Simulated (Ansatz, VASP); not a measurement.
**Two plane-wave programs on Hf4N**

Contents of INCAR:

```
  PREC = Accurate
  ENCUT = 600
  EDIFF = 1E-6
  ISMEAR = 0
  SIGMA = 0.1
  LREAL = F
  LASPH = T
  NELM = 100
  ALGO = Normal
  ISIF = 3
  LWAVE = F
  LCHARG = F
  GGA = PE
  IBRION = 2
  NSW = 100
  EDIFFG = -0.01
```

Contents of KPOINTS:

```
Automatic mesh
0
Gamma
  10 10 10
```

File POSCAR:

```
Hf4N
1.0
   -2.8572276795      2.8572276795      2.8572276795
    2.8572276795     -2.8572276795      2.8572276795
    2.8572276795      2.8572276795     -2.8572276795
Hf N
4 1
Direct
    0.5000000000      0.5000000000      0.5000000000
    0.5000000000      0.0000000000      0.0000000000
    0.0000000000      0.0000000000      0.5000000000
    0.0000000000      0.5000000000      0.0000000000
    0.0000000000      0.0000000000      0.0000000000
```

Input for Ansatz:

```yaml
crystal:
  lattice:
    - [-2.8572276795, 2.8572276795, 2.8572276795]
    - [2.8572276795, -2.8572276795, 2.8572276795]
    - [2.8572276795, 2.8572276795, -2.8572276795]
  atoms:
    - { symbol: Hf, position: [0.5, 0.5, 0.5] }
    - { symbol: Hf, position: [0.5, 0.0, 0.0] }
    - { symbol: Hf, position: [0.0, 0.0, 0.5] }
    - { symbol: Hf, position: [0.0, 0.5, 0.0] }
    - { symbol: "N", position: [0.0, 0.0, 0.0] }
basis:
  ecutwfc: 420
kpoints:
  mp_grid: { grid: [10, 10, 10] }
hamiltonian:
  xc: pbe
scf:
  occupations: { method: gaussian, width: 0.1 }
output:
  forces: true
  stress: true
  eigenvalues: true
relax:
  adjacent_minimum: "off"
  f_tol: 0.01
  max_steps: 80
  cell: { stress_tol: 0.05 }
```

Change from the starting cell: species swapped into the Hg4Pt type (Im-3m, No. 229).

Alike in both runs: task relaxation of cell and atoms; functional PBE; k mesh 10 × 10 × 10; occupations gaussian, width 0.1 eV; no spin polarisation.

|  | VASP | Ansatz |
| --- | --- | --- |
| version | VASP 6.6.1 | Ansatz 0.2.0 |
| potentials or method | VASP PAW PBE potentials, release 64 (Hf_pv, N), cutoff 600 eV | scalar-relativistic, plane waves, PAW |
| valence electrons in the cell | 45 | 109 |

Ansatz gave:

| Quantity | Value |
| --- | --- |
| gap on the k mesh at the Fermi level, each at its own relaxed structure (eV) | none |
| relaxed volume (Å³/atom) | 18.78 |
| relaxed cell length with the largest relative difference (Å) | 4.959 |

Which values does VASP return?

gap on the k mesh at the Fermi level, each at its own relaxed structure (eV): none; relaxed volume (Å³/atom): 18.64; relaxed cell length with the largest relative difference (Å): 4.947.

A gap of «none» marks a metal or a gap that the smearing closes. VASP's potentials hold 45 valence electrons a cell and Ansatz's 109, so a difference there can come from the potentials and not from the codes.

Neither program's run includes spin-orbit coupling.
